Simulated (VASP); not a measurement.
# Pd (Pm-3m) in VASP: a series of runs, part 2 of 2

VASP 6.6.1. Earlier steps stand in the parts before.

### Step 4. Single point, BLYP (volume scaled by 1.08)

INCAR reads:

```
SYSTEM = Pd
PREC     = Accurate       ! precision mode
ENCUT    = 520            ! plane-wave cutoff, eV
EDIFF    = 1E-6           ! SCF threshold, eV
ISMEAR   = -1             ! smearing method
SIGMA    = 0.1            ! smearing width, eV
LREAL    = .FALSE.        ! projectors in reciprocal space
LASPH    = .TRUE.         ! aspherical terms in the spheres
NELM     = 80             ! most SCF steps
ALGO     = Normal         ! electronic algorithm
ISIF     = 2              ! what is computed and relaxed
LWAVE    = .FALSE.        ! write WAVECAR
LCHARG   = .FALSE.        ! write CHGCAR
GGA      = B5             ! functional
ALDAX    = 1.0          
AGGAX    = 1.0          
AGGAC    = 1.0          
ALDAC    = 0.0          
NBANDS   = 11             ! bands
```

KPOINTS reads:

```
Automatic mesh
0
G
  13 13 13
  0 0 0
```

POSCAR reads:

```
Pd
1.0
    2.7390808242      0.0000000000      0.0000000000
    0.0000000000      2.7390808242      0.0000000000
    0.0000000000      0.0000000000      2.7390808242
Pd
1
Direct
    0.0000000000      0.0000000000      0.0000000000
```

Potentials or basis: VASP PAW PBE potentials, release 64 (Pd).

The run is started by

```console
$ cat potpaw_PBE.64/Pd/POTCAR > POTCAR
$ mpirun -np 1 vasp_std > vasp.out
```

OUTCAR:

```text
SYSTEM = Pd
   PREC = Accurate
   ENCUT = 520
   EDIFF = 1E-6
   ISMEAR = -1
   LREAL = .FALSE.
   LASPH = .TRUE.
   NELM = 80
   ISIF = 2
   GGA = B5

 ion  position               nearest neighbor table
   1  0.000  0.000  0.000-

  LATTYP: Found a simple cubic cell.
 ALAT       =     2.7390808242

  Lattice vectors:

 A1 = (   2.7390808242,   0.0000000000,   0.0000000000)
 A2 = (   0.0000000000,   2.7390808242,   0.0000000000)
 A3 = (   0.0000000000,   0.0000000000,   2.7390808242)

Analysis of symmetry for initial positions (statically):
=====================================================================
 Subroutine PRICEL returns:
 Original cell was already a primitive cell.

 Routine SETGRP: Setting up the symmetry group for a
 simple cubic supercell.

 Subroutine GETGRP returns: Found 48 space group operations
 (whereof 48 operations were pure point group operations)
 out of a pool of 48 trial point group operations.

The static configuration has the point symmetry O_h .

Analysis of symmetry for dynamics (positions and initial velocities):
[... 163 lines left out ...]
 k-point     1 :       0.0000    0.0000    0.0000
  band No.  band energies     occupation
      1       0.8845      2.00000
      2       2.1869      2.00000
      3       2.1869      2.00000
      4       5.7576      1.41341
      5       5.7576      1.41340
      6       5.7576      1.41340
      7      21.2077      0.00000
      8      21.2077      0.00000
      9      21.2077      0.00000
     10      27.0666      0.00000
     11      27.0668      0.00000
[... 309 lines left out ...]
 k-point    24 :       0.3846    0.3077    0.0000
  band No.  band energies     occupation
      1       2.7539      2.00000
      2       2.8664      2.00000
      3       4.8321      1.99992
      4       4.8990      1.99984
      5       5.0840      1.99901
      6       7.5355      0.00000
      7      12.9217      0.00000
      8      17.5339      0.00000
      9      21.7885      0.00000
     10      26.9349      0.00000
     11      28.3683      0.00000

 [... further k-points ...]

------------------------ aborting loop because EDIFF is reached ----------------------------------------

  FORCE on cell =-STRESS in cart. coord.  units (eV):
  Direction    XX          YY          ZZ          XY          YZ          ZX
  --------------------------------------------------------------------------------------
  -------------------------------------------------------------------------------------
  Total       -0.7716925     -0.7716925     -0.7716925      0.0000000      0.0000000      0.0000000
  in kB      -60.1644977    -60.1644977    -60.1644977      0.0000000      0.0000000      0.0000000
  external PRESSURE =     -60.1644977 kB  Pullay stress =       0.0000000 kB

 VOLUME and BASIS-vectors are now :
 -----------------------------------------------------------------------------
  energy-cutoff  :      520.00
  volume of cell :       20.55
      direct lattice vectors                 reciprocal lattice vectors
     2.739080824  0.000000000  0.000000000     0.365085977  0.000000000  0.000000000
     0.000000000  2.739080824  0.000000000     0.000000000  0.365085977  0.000000000
     0.000000000  0.000000000  2.739080824     0.000000000  0.000000000  0.365085977

 POSITION                                       TOTAL-FORCE (eV/Angst)
 -----------------------------------------------------------------------------------
      0.00000      0.00000      0.00000         0.000000      0.000000      0.000000
 -----------------------------------------------------------------------------------
    total drift:                               -0.000000      0.000000      0.000000

  FREE ENERGIE OF THE ION-ELECTRON SYSTEM (eV)
  ---------------------------------------------------
  free  energy   TOTEN  =        -4.0585730595 eV

  energy  without entropy=       -4.0092584557  energy(sigma->0) =       -4.03391576
```

stdout:

```text
POSCAR found type information on POSCAR Pd
 POSCAR found :  1 types and       1 ions
 scaLAPACK will be used
 -----------------------------------------------------------------------------
|                                                                             |
|                                                                             |
|     You enforced a specific xc type in the INCAR file but a different       |
|     I HOPE YOU KNOW WHAT YOU ARE DOING!                                     |
|                                                                             |
 -----------------------------------------------------------------------------

 LDA part: xc-table for (Slater(with rela. corr.)+VWN5), standard interpolation
 POSCAR, INCAR and KPOINTS ok, starting setup
 FFT: planning ... GRIDC
 FFT: planning ... GRID_SOFT
 FFT: planning ... GRID
 WAVECAR not read
 entering main loop
```

Run time: 15 s. Hardware: 1 thread of Intel Xeon Platinum 8259CL at 2.50GHz (Skylake/Cascade Lake), shared host; peak memory 0.14 GiB.

Results:

| Property | Result |
| --- | --- |
| Free energy | -4.0586 eV |
| Pressure | -6.0 GPa |
| Band gap on the k mesh | zero (band 5 reaches 6.63 eV, above the bottom of band 6 at 5.30 eV) |

Caveat: the PAW data sets were made with another functional, which shifts forces and pressure a little.

### Step 5. Single point, BLYP (volume scaled by 1.12)

INCAR reads:

```
SYSTEM = Pd
AGGAC = 1.0 ; AGGAX = 1.0
ALDAC = 0.0 ; ALDAX = 1.0
ALGO = Normal ; EDIFF = 1E-7
ENCUT = 520 ; GGA = B5
ISIF = 2 ; ISMEAR = -1
LASPH = .TRUE. ; LCHARG = .FALSE.
LREAL = .FALSE. ; LWAVE = .FALSE.
NBANDS = 11 ; NELM = 60
PREC = Accurate ; SIGMA = 0.1
```

KPOINTS reads:

```
k-points
0
G
  13 13 13
  0 0 0
```

POSCAR reads:

```
Pd
1.0
    2.7724875413      0.0000000000      0.0000000000
    0.0000000000      2.7724875413      0.0000000000
    0.0000000000      0.0000000000      2.7724875413
Pd
1
Direct
    0.0000000000      0.0000000000      0.0000000000
```

The run is started by

```console
$ cat potpaw_PBE.64/Pd/POTCAR > POTCAR
$ mpirun -np 1 vasp_std > vasp.out
```

It took 17 s on 1 thread of Intel Xeon Platinum 8259CL at 2.50GHz (Skylake/Cascade Lake), shared host; peak memory 0.15 GiB.

Results (log left out):

```yaml
Free_energy: -4.0253 eV
Pressure: -8.0 GPa
Band_gap_on_the_k_mesh: zero (band 5 reaches 6.15 eV, above the bottom of band 6 at 4.90 eV)
```

Levels at points of the mesh, in eV from the Fermi level:
```csv
k point,band 2,band 3,band 4,band 5,band 6,band 7,band 8,band 9
"(0.00, 0.00, 0.00)",-3.47,-3.47,-0.10,-0.10,-0.10,15.09,15.09,15.09
```

Caveat: the PAW data sets were made with another functional, which shifts forces and pressure a little.

### Step 6. Single point, BLYP

INCAR reads:

```
PREC = Accurate
ENCUT = 520
EDIFF = 1E-6
ISMEAR = -1
SIGMA = 0.1
LREAL = False
LASPH = True
NELM = 60
ALGO = Normal
ISIF = 2
LWAVE = False
LCHARG = False
GGA = B5
ALDAX = 1.0
AGGAX = 1.0
AGGAC = 1.0
ALDAC = 0.0
NBANDS = 11
```

KPOINTS reads:

```
Automatic mesh
0
Gamma
  19 19 19
```

POSCAR reads:

```
Pd
1.0
    2.6697069721      0.0000000000      0.0000000000
    0.0000000000      2.6697069721      0.0000000000
    0.0000000000      0.0000000000      2.6697069721
Pd
1
Direct
    0.0000000000      0.0000000000      0.0000000000
```

Potentials or basis: VASP PAW PBE potentials, release 64 (Pd).

The run is started by

```console
$ cat potpaw_PBE.64/Pd/POTCAR > POTCAR
$ mpirun -np 1 vasp_std > vasp.out
```

It took 26 s on 1 thread of Intel Xeon Platinum 8259CL at 2.50GHz (Skylake/Cascade Lake), shared host; peak memory 0.16 GiB.

It converged, with:

```yaml
Free_energy: -4.0872 eV
Pressure: 0.2 GPa
Band_gap_on_the_k_mesh: zero (band 5 reaches 7.81 eV, above the bottom of band 6 at 6.21 eV)
```

Levels at points of the mesh, in eV from the Fermi level:
| k point | band 1 | band 2 | band 3 | band 4 | band 5 | band 6 | band 7 | band 8 | band 9 | band 10 |
| --- | --- | --- | --- | --- | --- | --- | --- | --- | --- | --- |
| (0.00, 0.00, 0.00) | -5.42 | -4.09 | -4.09 | -0.06 | -0.06 | -0.06 | 15.93 | 15.93 | 15.93 | 22.18 |

Caveat: the PAW data sets were made with another functional, which shifts forces and pressure a little.

### Step 7. Summary

```csv
cell,k mesh,gap on the mesh (eV),pressure (GPa)
"a = 2.670 Å, 1 atom",13 × 13 × 13,none,0.1
"a = 2.705 Å, 1 atom",13 × 13 × 13,none,-3.4
"a = 2.739 Å, 1 atom",13 × 13 × 13,none,-6.0
"a = 2.772 Å, 1 atom",13 × 13 × 13,none,-8.0
"a = 2.670 Å, 1 atom",19 × 19 × 19,none,0.2
```

Alike in all rows: task single point; level BLYP; potentials or basis VASP PAW PBE potentials, release 64 (Pd); no spin polarisation; cutoff (eV) 520; smearing fermi-dirac 0.1 eV.

Caveats: the PAW data sets were made with another functional, which shifts forces and pressure a little.

Absolute energies hang on the potentials; compare differences alone.
